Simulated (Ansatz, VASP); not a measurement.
# Two plane-wave programs on Zn

INCAR

```
PREC = Accurate
ENCUT = 520
EDIFF = 1E-6
ISMEAR = 0
SIGMA = 0.15
LREAL = False
LASPH = True
NELM = 100
ALGO = Fast
ISIF = 2
LWAVE = False
LCHARG = False
GGA = PS
NBANDS = 19
```

The input KPOINTS:

```
regular mesh
0
Gamma
  24 24 10
```

The input POSCAR:

```
Zn
1.0
    2.6647980532      0.0000000000      0.0000000000
   -1.3323990266      2.1693158414      0.0000000000
    0.0000000000      0.0000000000      4.9467000000
Zn
2
Direct
    0.3333333333      0.6666666667      0.2500000000
    0.6666666667      0.3333333333      0.7500000000
```

Input for Ansatz:

```yaml
crystal:
  lattice:
    - [2.6647980532, 0.0, 0.0]
    - [-1.3323990266, 2.1693158414, 0.0]
    - [0.0, 0.0, 4.9467]
  atoms:
    - { symbol: Zn, position: [0.3333333333, 0.6666666667, 0.25] }
    - { symbol: Zn, position: [0.6666666667, 0.3333333333, 0.75] }
basis:
  ecutwfc: 420
kpoints:
  mp_grid: { grid: [24, 24, 10] }
hamiltonian:
  xc: pbesol
scf:
  occupations: { method: gaussian, width: 0.15 }
output:
  forces: true
  stress: true
  eigenvalues: true
```

Change from the starting cell: strain -0.0600 x Voigt [0, 1, 0, 0, 0, 0], atoms carried along.

Alike in both runs: task single point; functional PBEsol; k mesh 24 × 24 × 10; occupations gaussian, width 0.15 eV; no spin polarisation.

```csv
,VASP,Ansatz
version,VASP 6.6.1,Ansatz 0.2.0
potentials or method,"VASP PAW PBE potentials, release 64 (Zn), cutoff 520 eV","scalar-relativistic, plane waves, PAW"
valence electrons in the cell,24,24
```

VASP gave:

| Property | Result |
| --- | --- |
| gap on the k mesh at the Fermi level (eV) | none |
| pressure (GPa) | 1.5 |
| traceless stress, the component that is largest in VASP (GPa) | 5.42 |
| rms of the force components (eV/Å) | 0.005 |

Task: Estimate Ansatz's values.

Result: gap on the k mesh at the Fermi level (eV): none; pressure (GPa): 0.6; traceless stress, the component that is largest in VASP (GPa): 5.30; rms of the force components (eV/Å): 0.005.

VASP's potentials were made for PBE, not for PBEsol. Atom by atom the forces differ by 0.000 eV/Å (rms over components). A gap of «none» marks a metal or a gap that the smearing closes. The functional is the same, so the differences come from potentials, cutoffs and numerics.
